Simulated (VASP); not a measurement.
# Si (P1) in VASP: notebook

Si is run at these levels: PBEsol; tasks: single point.

Everything below comes from runs of VASP 6.6.1. Logs are shortened: lines on timing, memory, paths and dates and some standing lists are left out, and cuts for length are marked.

**1. The cell of the first run**

The typed cell holds 8 atoms: a = 5.075 Å, b = 5.075 Å, c = 7.430 Å, α = 107.01°, β = 107.03°, γ = 98.22°.

**2. Single point, PBEsol (atom 1 (Si) moved by +0.980 Å along [0 1 0] and +0.490 Å along [0 0 1])**

INCAR reads:

```
SYSTEM = Si
ALGO = Normal
EDIFF = 1E-7
ENCUT = 520
GGA = PS
ISIF = 2
ISMEAR = 0
LASPH = .TRUE.
LCHARG = .TRUE.
LELF = .TRUE.
LREAL = .FALSE.
LVHAR = .TRUE.
LWAVE = .FALSE.
NBANDS = 26
NELM = 60
PREC = Accurate
SIGMA = 0.03
```

KPOINTS reads:

```
k-points
0
G
  8 8 8
  0 0 0
```

POSCAR reads:

```
Si
1.0
   -3.3221878745     -3.3221878745      1.9186812122
   -3.3221878745      3.3221878745     -1.9186812122
    3.3221878745     -3.3221878745     -5.7560436367
Si
8
Direct
    0.4950459750      0.4205354294      0.2730422657
    0.6425391386      0.9106347847      0.9106347847
    0.3574608614      0.0893652153      0.0893652153
    0.3574608614      0.5893652153      0.5893652153
    0.0000000000      0.7680956460      0.4106347847
    0.0000000000      0.2680956461      0.9106347847
    0.0000000000      0.7319043540      0.0893652153
    0.0000000000      0.2319043540      0.5893652153
```

Potentials or basis: VASP PAW PBE potentials, release 64 (Si).

Run with:

```bash
cat potpaw_PBE.64/Si/POTCAR > POTCAR
mpirun -np 1 vasp_std > vasp.out
```

OUTCAR:

```text
SYSTEM = Si
   EDIFF = 1E-7
   ENCUT = 520
   GGA = PS
   ISIF = 2
   ISMEAR = 0
   LASPH = .TRUE.
   LREAL = .FALSE.
   NELM = 60
   PREC = Accurate

 ion  position               nearest neighbor table
   1  0.495  0.421  0.273-   3 1.71   4 2.59   5 2.62   6 2.90
   2  0.643  0.911  0.911-   3 2.34   4 2.34   7 2.38   6 2.38
   3  0.357  0.089  0.089-   1 1.71   2 2.34   7 2.38   6 2.38
   4  0.357  0.589  0.589-   2 2.34   5 2.38   8 2.38   1 2.59
   5  0.000  0.768  0.411-   8 2.34   7 2.34   4 2.38   1 2.62
   6  0.000  0.268  0.911-   7 2.34   8 2.34   2 2.38   3 2.38   1 2.90
   7  0.000  0.732  0.089-   6 2.34   5 2.34   2 2.38   3 2.38
   8  0.000  0.232  0.589-   5 2.34   6 2.34   4 2.38

  LATTYP: Found a base centered monoclinic cell.
 ALAT       =     7.6728794771
 B/A-ratio  =     0.8659559646
 C/A-ratio  =     1.0000000000
 COS(beta)  =    -0.4997594653

  Lattice vectors:

 A1 = (  -3.3221878745,   3.3221878745,  -1.9186812122)
 A2 = (   3.3221878745,   3.3221878745,  -1.9186812122)
 A3 = (   0.0000000000,  -6.6443757490,  -3.8373624245)

Analysis of symmetry for initial positions (statically):
=====================================================================
 Subroutine PRICEL returns:
 Original cell was already a primitive cell.

 Routine SETGRP: Setting up the symmetry group for a
 base centered monoclinic supercell.

 Subroutine GETGRP returns: Found  1 space group operations
 (whereof  1 operations were pure point group operations)
 out of a pool of  4 trial point group operations.

The static configuration has the point symmetry C_1 .

Analysis of symmetry for dynamics (positions and initial velocities):
=====================================================================
 Subroutine PRICEL returns:
 Original cell was already a primitive cell.

 Routine SETGRP: Setting up the symmetry group for a
 base centered monoclinic supercell.

 Subroutine GETGRP returns: Found  1 space group operations
 (whereof  1 operations were pure point group operations)
 out of a pool of  4 trial point group operations.

The dynamic configuration has the point symmetry C_1 .

 Subroutine INISYM returns: Found  1 space group operations
 (whereof  1 operations are pure point group operations),
 and found     1 'primitive' translations

----------------------------------------------------------------------------------------
[... 110 lines left out ...]
   NFREE  =      0    steps in history (QN), initial steepest desc. (CG)
   ISIF   =      2    stress and relaxation
   ISYM   =      2    0-nonsym 1-usesym 2-fastsym
   POTIM  = 0.5000    time-step for ionic-motion
   TEBEG  =    0.0;   TEEND  =   0.0 temperature during run
   PSTRESS=    0.0 pullay stress
   NELECT =      32.0000    total number of electrons
   NUPDOWN=      -1.0000    fix difference up-down
   EMIN   =  10.00;   EMAX   =-10.00  energy-range for DOS
   EFERMI =   0.00;   METHOD = LEGACY
   ISMEAR =     0;   SIGMA  =   0.03  broadening in eV -4-tet -1-fermi 0-gaus
   EFERMI_NEDOS =   21; number of points for ismear=-14 and -15
   IALGO  =     38    algorithm
   IMIX   =      4    mixing-type and parameters
     AMIX     =   0.40;   BMIX     =  1.00
     AMIX_MAG =   1.60;   BMIX_MAG =  1.00
  volume/ion in A,a.u.               =      21.18       142.91
  Fermi-wavevector in a.u.,A,eV,Ry     =   0.939315  1.775047 12.004584  0.882312
  Thomas-Fermi vector in A             =   2.066614
   LORBIT       =      0    0 simple, 1 ext, 2 COOP (PROOUT), +10 PAW based schemes
   GGA     = PS    functional components
   LHFCALC =     F    Hartree Fock is set to
   AEXX    =    0.0000 exact exchange contribution
   IVDW    =     0    specifies the selected vdW correction
   LEPSILON=     F    determine dielectric tensor
   LRPA    =     F    only Hartree local field effects (RPA)
 non-spin polarized calculation
 Gauss-broadening in eV      SIGMA  =   0.03
  energy-cutoff  :      520.00
  volume of cell :      169.41
 maximum number of plane-waves:      4603
 NGX is ok and might be reduce to    40
   NGX = 19   NGY = 19   NGZ = 27

 number of electron      32.0000000 magnetization

 Free energy of the ion-electron system (eV)
  ---------------------------------------------------
  ext. energy  EPLUGINS =         0.00000000
  ---------------------------------------------------
  free energy    TOTEN  =       -39.03883356 eV

  energy without entropy =      -39.03799572  energy(sigma->0) =      -39.03841464

 E-fermi :   5.4931     XC(G=0):  -9.2881

 val. band max:        5.4886125742   @ k =   0.1250   0.1250  -0.2500
 cond. band min:       5.4932778188   @ k =  -0.1250  -0.2500   0.2500
 fundamental gap:      0.0046652447
 Fermi energy:         5.4931335620

 k-point     1 :       0.0000    0.0000    0.0000
  band No.  band energies     occupation
      1      -7.0569      2.00000
      2      -4.4481      2.00000
      3      -3.8004      2.00000
      4      -2.6262      2.00000
      5      -2.2761      2.00000
      6      -0.8332      2.00000
[... 685 lines left out ...]
     25       9.1466      0.00000
     26       9.4417      0.00000

 [... further k-points ...]

------------------------ aborting loop because EDIFF is reached ----------------------------------------

  FORCE on cell =-STRESS in cart. coord.  units (eV):
  Direction    XX          YY          ZZ          XY          YZ          ZX
  --------------------------------------------------------------------------------------
  -------------------------------------------------------------------------------------
  Total        7.1993288     -1.7528222     20.2190103     -1.1521986     -1.7516112     15.0700586
  in kB       68.0865618    -16.5770506    191.2182275    -10.8967438    -16.5655979    142.5227966
  external PRESSURE =      80.9092462 kB  Pullay stress =       0.0000000 kB

 VOLUME and BASIS-vectors are now :
 -----------------------------------------------------------------------------
  energy-cutoff  :      520.00
  volume of cell :      169.41
      direct lattice vectors                 reciprocal lattice vectors
    -3.322187874 -3.322187874  1.918681212    -0.150503228 -0.150503228  0.000000000
    -3.322187874  3.322187874 -1.918681212    -0.150503228  0.075251614 -0.130297831
     3.322187874 -3.322187874 -5.756043637     0.000000000 -0.075251614 -0.130297831

 POSITION                                       TOTAL-FORCE (eV/Angst)
 -----------------------------------------------------------------------------------
     -2.13464     -1.15464     -1.42868       -11.296453     -1.028799    -18.007560
     -2.13464     -2.13464     -5.75604        -0.216665     -0.027885      0.248019
     -1.18755     -1.18755      0.00000        10.737920     -0.806795     16.185676
     -1.18755     -1.18755     -3.83736         0.223352      0.242877      1.337541
     -1.18755      1.18755     -3.83736         0.664790      0.595451      0.128610
      2.13464     -2.13464     -5.75604        -0.059388      0.591233      0.311802
     -2.13464      2.13464     -1.91868        -0.020944     -0.162451     -0.227578
      1.18755     -1.18755     -3.83736        -0.032612      0.596370      0.023491
 -----------------------------------------------------------------------------------
    total drift:                                0.000045     -0.000016      0.000036

  FREE ENERGIE OF THE ION-ELECTRON SYSTEM (eV)
  ---------------------------------------------------
  free  energy   TOTEN  =       -39.0388335572 eV

  energy  without entropy=      -39.0379957158  energy(sigma->0) =      -39.03841464
```

stdout:

```text
POSCAR found type information on POSCAR Si
 POSCAR found :  1 types and       8 ions
 scaLAPACK will be used
 -----------------------------------------------------------------------------
|                                                                             |
|                                                                             |
|     You enforced a specific xc type in the INCAR file but a different       |
|     I HOPE YOU KNOW WHAT YOU ARE DOING!                                     |
|                                                                             |
 -----------------------------------------------------------------------------

 LDA part: xc-table for (Slater+PW92), standard interpolation
 POSCAR, INCAR and KPOINTS ok, starting setup
 FFT: planning ... GRIDC
 FFT: planning ... GRID_SOFT
 FFT: planning ... GRID
 WAVECAR not read
 entering main loop
```

Run time: 8.4 min. Hardware: 1 thread of Intel Xeon 6975P-C (Granite Rapids), shared host; peak memory 0.82 GiB.

Results:

| Item | Value |
| --- | --- |
| Free energy | -39.0388 eV |
| Pressure | 8.1 GPa |
| Largest force | 21.282 eV/Å |
| Band gap on the k mesh | zero (bands 16 and 17 overlap by 0.32 eV) |

Forces on the atoms (eV/Å):
```
Si  -11.296  -1.029 -18.008
Si   -0.217  -0.028   0.248
Si   10.738  -0.807  16.186
Si    0.223   0.243   1.338
Si    0.665   0.595   0.129
Si   -0.059   0.591   0.312
Si   -0.021  -0.162  -0.228
Si   -0.033   0.596   0.023
```

Caveat: the cell differs from its parent crystal (atom 1 (Si) moved by +0.980 Å along [0 1 0] and +0.490 Å along [0 0 1]); the stress differs along the axes, from -2 to 19 GPa; semilocal functionals underestimate gaps, and a narrow one can read as zero; the PAW data sets were made with another functional, which shifts forces and pressure a little.

**3. Single point, PBEsol (atom 1 (Si) moved by -0.490 Å along [0 1 0] and +0.490 Å along [0 0 1])**

INCAR reads:

```
PREC = Accurate
ENCUT = 520
EDIFF = 1E-6
ISMEAR = 0
SIGMA = 0.03
LREAL = False
LASPH = True
NELM = 60
ALGO = Normal
ISIF = 2
LWAVE = False
LCHARG = False
GGA = PS
NBANDS = 26
```

KPOINTS reads:

```
regular mesh
0
Gamma
  8 8 8
```

Edit POSCAR of step 2 so:

```diff
@@ -8,3 +8,3 @@
 Direct
-    0.4950459750      0.4205354294      0.2730422657
+    0.7162857205      0.3099155567      0.3836621385
     0.6425391386      0.9106347847      0.9106347847
```

Potentials or basis: VASP PAW PBE potentials, release 64 (Si).

Run with:

```bash
cat potpaw_PBE.64/Si/POTCAR > POTCAR
mpirun -np 1 vasp_std > vasp.out
```

It took 6.9 min on 1 thread of Intel Xeon 6975P-C (Granite Rapids), shared host; peak memory 0.82 GiB.

The run converged. Its results:

| Quantity | Value |
| --- | --- |
| Free energy | -42.6160 eV |
| Pressure | 3.9 GPa |
| Largest force | 8.346 eV/Å |
| Band gap on the k mesh | zero (bands 16 and 17 overlap by 0.62 eV) |

Forces in eV/Å, atoms in the order of the input:
```
Si  -0.880  8.269 -0.709
Si   0.134 -0.034  0.281
Si   0.567  0.337  0.833
Si  -0.471 -0.706  1.092
Si   0.613 -0.632  0.546
Si   0.122 -0.001 -0.373
Si  -0.089  0.050 -0.042
Si   0.004 -7.284 -1.628
```

Stress tensor (GPa, compression positive):
```
-1.27 -0.18  0.78
-0.18 12.63  5.09
 0.78  5.09  0.31
```

Levels at points of the mesh, in eV from the Fermi level:
```
           k point  band 12  band 13  band 14  band 15  band 16  band 17  band 18  band 19  band 20  band 21
(0.00, 0.00, 0.00)    -2.43    -1.92    -1.51    -0.60    -0.53     0.49     1.06     1.52     1.76     2.13
(0.50, 0.00, 0.00)    -2.45    -1.91    -1.78    -1.38    -0.66     0.47     1.28     1.80     1.95     2.63
(0.00, 0.50, 0.50)    -2.49    -2.14    -1.77    -1.19    -0.64     1.01     1.22     1.44     2.09     2.27
(0.00, 0.50, 0.00)    -2.79    -2.32    -1.98    -1.64    -1.55     0.88     1.26     1.82     2.39     2.64
(0.50, 0.00, 0.50)    -2.79    -2.64    -2.10    -1.55    -1.22     0.92     0.96     2.24     2.53     2.80
(0.50, 0.50, 0.00)    -2.99    -1.46    -1.23    -0.87    -0.31     2.03     2.67     2.78     3.11     3.39
(0.00, 0.00, 0.50)    -3.10    -2.70    -2.42    -1.50    -1.33    -0.04     0.88     1.48     1.70     2.46
(0.50, 0.50, 0.50)    -2.50    -1.37    -0.52    -0.02     0.16     0.51     1.05     2.13     2.80     3.11
```

Caveat: the cell differs from its parent crystal (atom 1 (Si) moved by -0.490 Å along [0 1 0] and +0.490 Å along [0 0 1]); the stress differs along the axes, from -1 to 13 GPa; semilocal functionals underestimate gaps, and a narrow one can read as zero; the PAW data sets were made with another functional, which shifts forces and pressure a little.

**4. Single point, PBEsol (atom 1 (Si) moved by +0.490 Å along [0 1 0] and +0.490 Å along [0 0 1])**

INCAR reads:

```
  ALGO = Normal
  EDIFF = 1E-6
  ENCUT = 520
  GGA = PS
  ISIF = 2
  ISMEAR = 0
  LASPH = True
  LCHARG = False
  LREAL = False
  LWAVE = False
  NBANDS = 26
  NELM = 60
  PREC = Accurate
  SIGMA = 0.03
```

KPOINTS reads:

```
k-points
0
Gamma
  8 8 8
```

Edit POSCAR of step 3 so:

```diff
@@ -8,3 +8,3 @@
 Direct
-    0.7162857205      0.3099155567      0.3836621385
+    0.5687925568      0.3836621385      0.3099155567
     0.6425391386      0.9106347847      0.9106347847
```

Run with:

```bash
cat potpaw_PBE.64/Si/POTCAR > POTCAR
mpirun -np 1 vasp_std > vasp.out
```

Run time: 7 min. Hardware: 1 thread of Intel Xeon 6975P-C (Granite Rapids), shared host; peak memory 0.81 GiB.

The run converged. Its results:

```yaml
Free_energy: -40.8725 eV
Pressure: 6.2 GPa
Largest_force: 17.934 eV/Å
Band_gap_on_the_k_mesh: zero (filled and empty bands overlap)
```

Forces in eV/Å, atoms in the order of the input:
```
Si   -8.417  -5.677 -14.783
Si   -0.186  -0.050   0.263
Si    8.150   3.890  12.567
Si   -0.034   0.186   1.401
Si    0.403   0.126   0.210
Si    0.020   0.458   0.259
Si   -0.037  -0.082  -0.256
Si    0.101   1.149   0.339
```

Stress tensor (GPa, compression positive):
```
 5.61  3.13 10.79
 3.13 -0.83  4.65
10.79  4.65 13.78
```

Levels at points of the mesh, in eV from the Fermi level:
```csv
k point,band 14,band 15,band 16,band 17,band 18,band 19
"(0.00, 0.00, 0.00)",-1.73,-1.44,-0.25,0.24,0.56,0.96
"(0.50, 0.00, 0.00)",-1.95,-1.75,-1.57,0.13,0.63,1.50
"(0.00, 0.50, 0.50)",-2.20,-1.97,-1.58,0.35,0.91,1.31
"(0.00, 0.50, 0.00)",-2.63,-1.88,-1.02,0.36,1.08,1.74
"(0.50, 0.00, 0.50)",-2.15,-2.11,-1.31,0.45,0.95,1.61
"(0.50, 0.50, 0.00)",-1.49,-1.43,-0.23,2.00,2.38,2.75
"(0.00, 0.00, 0.50)",-2.94,-2.14,-1.34,0.50,0.62,0.94
"(0.50, 0.50, 0.50)",-0.99,-0.32,-0.04,0.00,0.77,2.16
```

Caveat: the cell differs from its parent crystal (atom 1 (Si) moved by +0.490 Å along [0 1 0] and +0.490 Å along [0 0 1]); the stress differs along the axes, from -1 to 14 GPa; semilocal functionals underestimate gaps, and a narrow one can read as zero; the PAW data sets were made with another functional, which shifts forces and pressure a little.

**5. Single point, PBEsol (atom 1 (Si) moved by +0.000 Å along [0 1 0] and +0.980 Å along [0 0 1])**

INCAR reads:

```
PREC     = Accurate       # precision mode
ENCUT    = 520            # plane-wave cutoff, eV
EDIFF    = 1E-6           # SCF threshold, eV
ISMEAR   = 0              # smearing method
SIGMA    = 0.03           # smearing width, eV
LREAL    = False          # projectors in reciprocal space
LASPH    = True           # aspherical terms in the spheres
NELM     = 100            # most SCF steps
ALGO     = Normal         # electronic algorithm
ISIF     = 2              # what is computed and relaxed
LWAVE    = False          # write WAVECAR
LCHARG   = True           # write CHGCAR
GGA      = PS             # functional
LELF     = True           # ELF
LVHAR    = True         
NBANDS   = 26             # bands
```

KPOINTS reads:

```
regular mesh
0
Gamma
  8 8 8
```

Edit POSCAR of step 4 so:

```diff
@@ -8,3 +8,3 @@
 Direct
-    0.5687925568      0.3836621385      0.3099155567
+    0.6425391386      0.2829429105      0.2829429105
     0.6425391386      0.9106347847      0.9106347847
```

Run with:

```bash
cat potpaw_PBE.64/Si/POTCAR > POTCAR
mpirun -np 1 vasp_std > vasp.out
```

Run time: 9.4 min. Hardware: 1 thread of AMD EPYC 9R45 (Zen 5), shared host; peak memory 0.79 GiB.

It converged, with:

| Item | Value |
| --- | --- |
| Free energy | -37.3197 eV |
| Pressure | 11.6 GPa |
| Largest force | 28.426 eV/Å |
| Band gap on the k mesh | zero (bands 16 and 17 overlap by 0.28 eV) |

Forces on the atoms (eV/Å):
```
Si  -15.921 -15.822 -17.442
Si   -0.105  -0.145   0.376
Si   15.271  15.298  14.967
Si   -0.042  -0.096   1.045
Si    0.626  -0.457   0.645
Si    0.172   0.461   0.001
Si    0.039  -0.075  -0.178
Si   -0.041   0.837   0.586
```

Stress tensor (GPa, compression positive):
```
11.78 13.20 12.31
13.20 12.07 12.76
12.31 12.76 11.01
```

Levels at points of the mesh, in eV from the Fermi level:
```
           k point  band 13  band 14  band 15  band 16  band 17  band 18  band 19  band 20
(0.00, 0.00, 0.00)    -1.78    -1.53    -0.51    -0.23     0.28     0.61     1.18     1.36
(0.50, 0.00, 0.00)    -2.02    -1.90    -1.41    -0.63     0.38     0.54     1.39     1.80
(0.00, 0.50, 0.50)    -2.17    -2.00    -1.57    -0.29     0.34     1.29     1.42     1.83
(0.00, 0.50, 0.00)    -2.55    -1.93    -1.69    -1.09     0.33     1.27     2.12     2.21
(0.50, 0.00, 0.50)    -2.38    -1.98    -1.64    -1.36     0.61     1.14     1.60     2.22
(0.50, 0.50, 0.00)    -1.72    -1.38    -1.00    -0.02     1.84     2.13     2.94     3.04
(0.00, 0.00, 0.50)    -2.90    -1.94    -1.86    -1.10    -0.08     0.78     1.18     1.77
(0.50, 0.50, 0.50)    -1.67    -0.81    -0.26    -0.01     0.25     1.10     2.21     2.43
```

Caveat: the cell differs from its parent crystal (atom 1 (Si) moved by +0.000 Å along [0 1 0] and +0.980 Å along [0 0 1]); the cell stands under pressure; semilocal functionals underestimate gaps, and a narrow one can read as zero; the PAW data sets were made with another functional, which shifts forces and pressure a little.

**6. Overview**

```csv
cell,gap on the mesh (eV),pressure (GPa),largest force (eV/Å)
"as given, atomic positions A",none,8.1,21.28
"as given, atomic positions B",none,3.9,8.35
"as given, atomic positions C",none,6.2,17.93
"as given, atomic positions D",none,11.6,28.43
```

Alike in all rows: task single point; level PBEsol; potentials or basis VASP PAW PBE potentials, release 64 (Si); no spin polarisation; k mesh 8 × 8 × 8; cutoff (eV) 520; smearing gaussian 0.03 eV.

Caveats: semilocal functionals underestimate gaps, and a narrow one can read as zero; the PAW data sets were made with another functional, which shifts forces and pressure a little; the stress differs along the axes, from -2 to 19 GPa (at least some runs); the stress differs along the axes, from -1 to 13 GPa (at least some runs); the stress differs along the axes, from -1 to 14 GPa (at least some runs); the cell stands under pressure (at least some runs).

Total energies depend on the potentials used, so only differences within one code and one set of settings carry meaning.
